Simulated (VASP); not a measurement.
# Ca2MgAs3 (P-4m2) in VASP: single point with PBE

Aim: the single point of Ca2MgAs3 with PBE.

Everything below comes from runs of VASP 6.6.1. Logs are shortened: lines on timing, memory, paths and dates and some standing lists are left out, and cuts for length are marked.

## Step 1: The cell of the first run

The structure is tetragonal, space group P-4m2 (No. 115). Conventional cell: a = 4.097 Å, b = 4.097 Å, c = 8.315 Å, α = 90.00°, β = 90.00°, γ = 90.00°. Ca (site symmetry 2mm) has 7 As at 2.93 to 3.49 Å and 2 Mg at 3.49 Å and 8 Ca at 3.93 to 4.10 Å within 4.1 Å. Mg (site symmetry -4m2) has 8 As at 2.90 to 3.13 Å and 4 Ca at 3.49 Å within 3.8 Å. Within 3.9 Å of As (site symmetry 2mm) lie 5 Ca at 2.93 to 3.12 Å and 2 Mg at 3.13 Å and 2 As at 3.13 Å. Within 3.8 Å of As (site symmetry -4m2) lie 4 Mg at 2.90 Å and 4 As at 3.13 Å and 4 Ca at 3.49 Å.

The cell was built from a structure type or drawn by symmetry, and may not be a known phase.

## Step 2: Single point, PBE

INCAR

```
PREC = Accurate
ENCUT = 520
EDIFF = 1E-7
ISMEAR = 0
SIGMA = 0.1
LREAL = F
LASPH = T
NELM = 80
ALGO = Normal
ISIF = 2
LWAVE = F
LCHARG = F
GGA = PE
NBANDS = 28
```

KPOINTS

```
regular mesh
0
Gamma
  10 10 6
```

POSCAR

```
Ca2MgAs3
1.0
    4.0969058818      0.0000000000      0.0000000000
    0.0000000000      4.0969058818      0.0000000000
    0.0000000000      0.0000000000      8.3146379240
Ca Mg As
2 1 3
Direct
    0.5000000000      0.0000000000      0.6594464457
    0.0000000000      0.5000000000      0.3405535543
    0.5000000000      0.5000000000      0.0000000000
    0.5000000000      0.0000000000      0.2846540034
    0.0000000000      0.5000000000      0.7153459966
    0.0000000000      0.0000000000      0.0000000000
```

Potentials or basis: VASP PAW PBE potentials, release 64 (Ca_sv, Mg, As).

On the command line:

```console
cat potpaw_PBE.64/Ca_sv/POTCAR potpaw_PBE.64/Mg/POTCAR potpaw_PBE.64/As/POTCAR > POTCAR
mpirun -np 1 vasp_std > vasp.out
```

OUTCAR:

```text
PREC = Accurate
   ENCUT = 520
   EDIFF = 1E-7
   ISMEAR = 0
   LREAL = F
   LASPH = T
   NELM = 80
   ISIF = 2
   GGA = PE

 ion  position               nearest neighbor table
   1  0.500  0.000  0.659-   5 2.93   5 2.93   5 2.93   5 2.93
   2  0.000  0.500  0.341-   4 2.93   4 2.93   4 2.93   4 2.93
   3  0.500  0.500  0.000-   6 2.90   6 2.90   6 2.90   6 2.90   5 3.13   5 3.13   4 3.13   4 3.13

   4  0.500  0.000  0.285-   2 2.93   2 2.93   2 2.93   2 2.93   3 3.13   3 3.13
   5  0.000  0.500  0.715-   1 2.93   1 2.93   1 2.93   1 2.93   3 3.13   3 3.13
   6  0.000  0.000  0.000-   3 2.90   3 2.90   3 2.90   3 2.90

  LATTYP: Found a simple tetragonal cell.
 ALAT       =     4.0969058818
 C/A-ratio  =     2.0294920518

  Lattice vectors:

 A1 = (   4.0969058818,   0.0000000000,   0.0000000000)
 A2 = (   0.0000000000,   4.0969058818,   0.0000000000)
 A3 = (   0.0000000000,   0.0000000000,   8.3146379240)

Analysis of symmetry for initial positions (statically):
=====================================================================
 Subroutine PRICEL returns:
 Original cell was already a primitive cell.

 Routine SETGRP: Setting up the symmetry group for a
 simple tetragonal supercell.

 Subroutine GETGRP returns: Found  8 space group operations
 (whereof  8 operations were pure point group operations)
 out of a pool of 16 trial point group operations.

The static configuration has the point symmetry D_2d.

Analysis of symmetry for dynamics (positions and initial velocities):
=====================================================================
 Subroutine PRICEL returns:
 Original cell was already a primitive cell.

 Routine SETGRP: Setting up the symmetry group for a
 simple tetragonal supercell.

 Subroutine GETGRP returns: Found  8 space group operations
 (whereof  8 operations were pure point group operations)
 out of a pool of 16 trial point group operations.

The dynamic configuration has the point symmetry D_2d.

 Subroutine INISYM returns: Found  8 space group operations
 (whereof  8 operations are pure point group operations),
 and found     1 'primitive' translations

----------------------------------------------------------------------------------------

                                     Primitive cell

  volume of cell :     139.5582

  direct lattice vectors                    reciprocal lattice vectors
     4.096905882  0.000000000  0.000000000     0.244086642  0.000000000  0.000000000
     0.000000000  4.096905882  0.000000000     0.000000000  0.244086642  0.000000000
     0.000000000  0.000000000  8.314637924     0.000000000  0.000000000  0.120269819

  length of vectors
     4.096905882  4.096905882  8.314637924     0.244086642  0.244086642  0.120269819

  position of ions in fractional coordinates (direct lattice)
     0.500000000  0.000000000  0.659446446
     0.000000000  0.500000000  0.340553554
     0.500000000  0.500000000  0.000000000
     0.500000000  0.000000000  0.284654003
     0.000000000  0.500000000  0.715345997
     0.000000000  0.000000000  0.000000000

  ion indices of the primitive-cell ions
   primitive index   ion index
                 1           1
                 2           2
                 3           3
                 4           4
                 5           5
                 6           6

----------------------------------------------------------------------------------------

 KPOINTS: regular mesh

Automatic generation of k-mesh.
 Grid dimensions read from file:
 generate k-points for:   10   10    6

 Generating k-lattice:

  Cartesian coordinates                     Fractional coordinates (reciprocal lattice)
     0.024408664  0.000000000  0.000000000     0.100000000  0.000000000  0.000000000
     0.000000000  0.024408664  0.000000000     0.000000000  0.100000000  0.000000000
     0.000000000  0.000000000  0.020044970     0.000000000  0.000000000  0.166666667

  Length of vectors
     0.024408664  0.024408664  0.020044970

  Shift w.r.t. Gamma in fractional coordinates (k-lattice)
     0.000000000  0.000000000  0.000000000

 Subroutine IBZKPT returns following result:
 ===========================================

 Found     84 irreducible k-points:

 Following reciprocal coordinates:
            Coordinates               Weight
  0.000000  0.000000  0.000000      1.000000
  0.100000  0.000000  0.000000      4.000000
  0.200000  0.000000  0.000000      4.000000
  0.300000  0.000000  0.000000      4.000000
  0.400000  0.000000  0.000000      4.000000
  0.500000  0.000000  0.000000      2.000000
[... 16 lines left out ...]
  0.100000  0.000000  0.166667      8.000000
  0.200000  0.000000  0.166667      8.000000
 [... further k-points ...]
   k-points           NKPTS =     84   k-points in BZ     NKDIM =     84   number of bands    NBANDS=     28
   number of dos      NEDOS =    301   number of ions     NIONS =      6
   total plane-waves  NPLWV =  57600
   dimension x,y,z NGX =    30 NGY =   30 NGZ =   64
   dimension x,y,z NGXF=    60 NGYF=   60 NGZF=  128
   ions per type =               2   1   3
   NGX,Y,Z   is equivalent  to a cutoff of  12.17, 12.17, 12.80 a.u.
   NGXF,Y,Z  is equivalent  to a cutoff of  24.35, 24.35, 25.59 a.u.
 SYSTEM =  unknown system
   PREC   = accura    normal or accurate (medium, high low for compatibility)
   ISTART =      0    job   : 0-new  1-cont  2-samecut
   ICHARG =      2    charge: 1-file 2-atom 10-const
   ISPIN  =      1    spin polarized calculation?
   LNONCOLLINEAR =      F non collinear calculations
   LSORBIT =      F    spin-orbit coupling
   LASPH  =      T    aspherical Exc in radial PAW
   ENCUT  =  520.0 eV  38.22 Ry    6.18 a.u.   7.62  7.62 15.46*2*pi/ulx,y,z
   NELM   =     80;   NELMIN=  2; NELMDL= -5     # of ELM steps
   EDIFF  = 0.1E-06   stopping-criterion for ELM
   LREAL  =      F    real-space projection
   EDIFFG = 0.1E-05   stopping-criterion for IOM
   NSW    =      0    number of steps for IOM
   IBRION =     -1    ionic relax: 0-MD 1-quasi-New 2-CG
   NFREE  =      0    steps in history (QN), initial steepest desc. (CG)
   ISIF   =      2    stress and relaxation
   ISYM   =      2    0-nonsym 1-usesym 2-fastsym
   POTIM  = 0.5000    time-step for ionic-motion
   TEBEG  =    0.0;   TEEND  =   0.0 temperature during run
   PSTRESS=    0.0 pullay stress
   NELECT =      37.0000    total number of electrons
   NUPDOWN=      -1.0000    fix difference up-down
   EMIN   =  10.00;   EMAX   =-10.00  energy-range for DOS
   EFERMI =   0.00;   METHOD = LEGACY
   ISMEAR =     0;   SIGMA  =   0.10  broadening in eV -4-tet -1-fermi 0-gaus
   EFERMI_NEDOS =   21; number of points for ismear=-14 and -15
   IALGO  =     38    algorithm
   IMIX   =      4    mixing-type and parameters
     AMIX     =   0.40;   BMIX     =  1.00
     AMIX_MAG =   1.60;   BMIX_MAG =  1.00
  volume/ion in A,a.u.               =      23.26       156.96
  Fermi-wavevector in a.u.,A,eV,Ry     =   1.051696  1.987418 15.048926  1.106065
  Thomas-Fermi vector in A             =   2.186750
   LORBIT       =      0    0 simple, 1 ext, 2 COOP (PROOUT), +10 PAW based schemes
   GGA     = PE    functional components
   LHFCALC =     F    Hartree Fock is set to
   AEXX    =    0.0000 exact exchange contribution
   IVDW    =     0    specifies the selected vdW correction
   LEPSILON=     F    determine dielectric tensor
   LRPA    =     F    only Hartree local field effects (RPA)
 non-spin polarized calculation
 Gauss-broadening in eV      SIGMA  =   0.10
  energy-cutoff  :      520.00
  volume of cell :      139.56
 maximum number of plane-waves:      3780
   NGX = 15   NGY = 15   NGZ = 31

 number of electron      37.0000010 magnetization

 Free energy of the ion-electron system (eV)
  ---------------------------------------------------
  ext. energy  EPLUGINS =         0.00000000
  ---------------------------------------------------
  free energy    TOTEN  =       -23.37217252 eV

  energy without entropy =      -23.36087652  energy(sigma->0) =      -23.36652452

 E-fermi :   3.8654     XC(G=0):  -9.4924

 val. band max:        3.8592020973   @ k =   0.3000   0.1000   0.1667
 cond. band min:       3.8812350632   @ k =   0.4000   0.4000   0.5000
 fundamental gap:      0.0220329659
 Fermi energy:         3.8653724331

 k-point     1 :       0.0000    0.0000    0.0000
  band No.  band energies     occupation
      1     -36.5229      2.00000
      2     -36.5130      2.00000
      3     -17.6435      2.00000
      4     -17.5823      2.00000
      5     -17.5570      2.00000
      6     -17.5570      2.00000
[... 20 lines left out ...]
     27       7.9428      0.00000
     28       8.0050      0.00000

 k-point     2 :       0.1000    0.0000    0.0000
  band No.  band energies     occupation
      1     -36.5223      2.00000
      2     -36.5129      2.00000
      3     -17.6422      2.00000
      4     -17.5894      2.00000
      5     -17.5571      2.00000
      6     -17.5552      2.00000
[... 20 lines left out ...]
     27       7.9299      0.00000
     28       8.1272      0.00000

 k-point     3 :       0.2000    0.0000    0.0000
  band No.  band energies     occupation
      1     -36.5208      2.00000
      2     -36.5128      2.00000
      3     -17.6395      2.00000
      4     -17.6068      2.00000
      5     -17.5590      2.00000
      6     -17.5504      2.00000
[... 20 lines left out ...]
     27       7.9637      0.00000
     28       8.3506      0.00000

 k-point     4 :       0.3000    0.0000    0.0000
  band No.  band energies     occupation
      1     -36.5188      2.00000
      2     -36.5130      2.00000
      3     -17.6391      2.00000
      4     -17.6269      2.00000
      5     -17.5681      2.00000
      6     -17.5611      2.00000
[... 20 lines left out ...]
     27       8.2102      0.00000
     28       8.3413      0.00000

 k-point     5 :       0.4000    0.0000    0.0000
  band No.  band energies     occupation
      1     -36.5166      2.00000
      2     -36.5136      2.00000
      3     -17.6451      2.00000
      4     -17.6409      2.00000
      5     -17.5757      2.00000
      6     -17.5672      2.00000
[... 20 lines left out ...]
     27       8.3648      0.00000
     28       8.5960      0.00000

 k-point     6 :       0.5000    0.0000    0.0000
  band No.  band energies     occupation
      1     -36.5148      2.00000
      2     -36.5148      2.00000
      3     -17.6497      2.00000
      4     -17.6453      2.00000
      5     -17.5748      2.00000
      6     -17.5717      2.00000
[... 463 lines left out ...]
      5     -17.5992      2.00000
      6     -17.5992      2.00000
[... 20 lines left out ...]
     27       8.9281      0.00000
     28       8.9284      0.00000

 k-point    22 :       0.0000    0.0000    0.1667
  band No.  band energies     occupation
      1     -36.5229      2.00000
      2     -36.5130      2.00000
      3     -17.6432      2.00000
      4     -17.5827      2.00000
      5     -17.5570      2.00000
      6     -17.5570      2.00000
[... 20 lines left out ...]
     27       7.6972      0.00000
     28       8.0565      0.00000

 k-point    23 :       0.1000    0.0000    0.1667
  band No.  band energies     occupation
      1     -36.5223      2.00000
      2     -36.5129      2.00000
      3     -17.6419      2.00000
      4     -17.5898      2.00000
      5     -17.5571      2.00000
      6     -17.5552      2.00000
[... 20 lines left out ...]
     27       7.9589      0.00000
     28       8.1009      0.00000

 k-point    24 :       0.2000    0.0000    0.1667
  band No.  band energies     occupation
      1     -36.5208      2.00000
      2     -36.5128      2.00000
      3     -17.6393      2.00000
      4     -17.6071      2.00000
      5     -17.5591      2.00000
      6     -17.5504      2.00000
[... 20 lines left out ...]
     27       8.0791      0.00000
     28       8.3559      0.00000

 [... further k-points ...]
[... 5 lines left out ...]
  --------------------------------------------------------------------------------------
  -------------------------------------------------------------------------------------
  Total        0.0808612      0.0808612      0.0818714      0.0000000      0.0000000      0.0000000
  in kB        0.9283152      0.9283152      0.9399127      0.0000000      0.0000000      0.0000000
  external PRESSURE =       0.9321810 kB  Pullay stress =       0.0000000 kB

 VOLUME and BASIS-vectors are now :
 -----------------------------------------------------------------------------
  energy-cutoff  :      520.00
  volume of cell :      139.56
      direct lattice vectors                 reciprocal lattice vectors
     4.096905882  0.000000000  0.000000000     0.244086642  0.000000000  0.000000000
     0.000000000  4.096905882  0.000000000     0.000000000  0.244086642  0.000000000
     0.000000000  0.000000000  8.314637924     0.000000000  0.000000000  0.120269819

 POSITION                                       TOTAL-FORCE (eV/Angst)
 -----------------------------------------------------------------------------------
      2.04845      0.00000      5.48306        -0.000000      0.000000      0.002671
      0.00000      2.04845      2.83158         0.000000      0.000000     -0.002671
      2.04845      2.04845      0.00000        -0.000000      0.000000      0.000000
      2.04845      0.00000      2.36679        -0.000000      0.000000     -0.019155
      0.00000      2.04845      5.94784        -0.000000     -0.000000      0.019155
      0.00000      0.00000      0.00000        -0.000000      0.000000      0.000000
 -----------------------------------------------------------------------------------
    total drift:                                0.000000      0.000000      0.000000

  FREE ENERGIE OF THE ION-ELECTRON SYSTEM (eV)
  ---------------------------------------------------
  free  energy   TOTEN  =       -23.3721725177 eV

  energy  without entropy=      -23.3608765207  energy(sigma->0) =      -23.36652452
```

Wall time 3.2 min (1 thread of Intel Xeon Platinum 8488C (Sapphire Rapids), shared host); peak memory 0.45 GiB.

What came out:

| Property | Result |
| --- | --- |
| Free energy | -23.3722 eV |
| Pressure | 0.1 GPa |
| Largest force | 0.019 eV/Å |
| Band gap on the k mesh | zero (an odd number of electrons rules out a gap without spin polarisation) |

Forces in eV/Å, atoms in the order of the input:
```
Ca   0.000  0.000  0.003
Ca   0.000  0.000 -0.003
Mg   0.000  0.000  0.000
As   0.000  0.000 -0.019
As   0.000  0.000  0.019
As   0.000  0.000  0.000
```
